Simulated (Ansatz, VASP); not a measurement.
## One calculation of Se, two programs

INCAR

```
PREC = Accurate
ENCUT = 520
EDIFF = 1E-6
ISMEAR = -1
SIGMA = 0.03
LREAL = F
LASPH = T
NELM = 100
ALGO = Normal
ISIF = 2
LWAVE = F
LCHARG = T
GGA = PS
LELF = T
LVHAR = T
NBANDS = 16
```

The input KPOINTS:

```
regular mesh
0
Gamma
  6 6 5
```

Contents of POSCAR:

```
Se
1.0
    4.3661999489      0.0000000000      0.0000000000
   -2.1830999745      3.7812400738      0.0000000000
    0.0000000000      0.0000000000      5.0031360000
Se
3
Direct
    0.2254000000      0.0000000000      0.3333333333
    0.0000000000      0.2254000000      0.6666666667
    0.7746000000      0.7746000000      0.0000000000
```

Input for Ansatz:

```yaml
crystal:
  lattice:
    - [4.3661999489, 0.0, 0.0]
    - [-2.1830999745, 3.7812400738, 0.0]
    - [0.0, 0.0, 5.003136]
  atoms:
    - { symbol: Se, position: [0.2254, 0.0, 0.3333333333] }
    - { symbol: Se, position: [0.0, 0.2254, 0.6666666667] }
    - { symbol: Se, position: [0.7746, 0.7746, 0.0] }
kpoints:
  mp_grid: { grid: [6, 6, 5] }
  band_path:
    path:
      - [0.0, 0.0, 0.0]
      - [0.5, 0.0, 0.0]
      - [0.3333333333, 0.3333333333, 0.0]
      - [0.0, 0.0, 0.0]
      - [0.0, 0.0, 0.5]
      - [0.5, 0.0, 0.5]
      - [0.3333333333, 0.3333333333, 0.5]
      - [0.0, 0.0, 0.5]
      - [0.5, 0.0, 0.5]
    npoints: 5
scf:
  occupations: { method: fermi_dirac, width: 0.03 }
hamiltonian:
  xc: pbesol
  pseudopotentials: { kind: all_electron, lapw: { basis_error: 0.001 } }
output:
  forces: true
  stress: true
  eigenvalues: true
```

Change from the starting cell: zz strain of +1 %.

Alike in both runs: task single point; functional PBEsol; k mesh 6 × 6 × 5; occupations fermi-dirac, width 0.03 eV; no spin polarisation.

|  | VASP | Ansatz |
| --- | --- | --- |
| version | VASP 6.6.1 | Ansatz 0.2.0 |
| potentials or method | VASP PAW PBE potentials, release 64 (Se), cutoff 520 eV | all-electron LAPW, scalar-relativistic |

Ansatz gave:

| Item | Value |
| --- | --- |
| gap on the k mesh at the Fermi level (eV) | 1.26 |
| pressure (GPa) | -0.6 |
| traceless stress, the component that is largest in VASP (GPa) | 0.46 |
| rms of the force components (eV/Å) | 0.097 |

Problem. Estimate VASP's values.

Solution. gap on the k mesh at the Fermi level (eV): 1.25; pressure (GPa): -0.4; traceless stress, the component that is largest in VASP (GPa): 0.54; rms of the force components (eV/Å): 0.124.

VASP's potentials were made for PBE, not for PBEsol. Atom by atom the forces differ by 0.027 eV/Å (rms over components). Ansatz ran all-electron here, and VASP with PAW potentials.
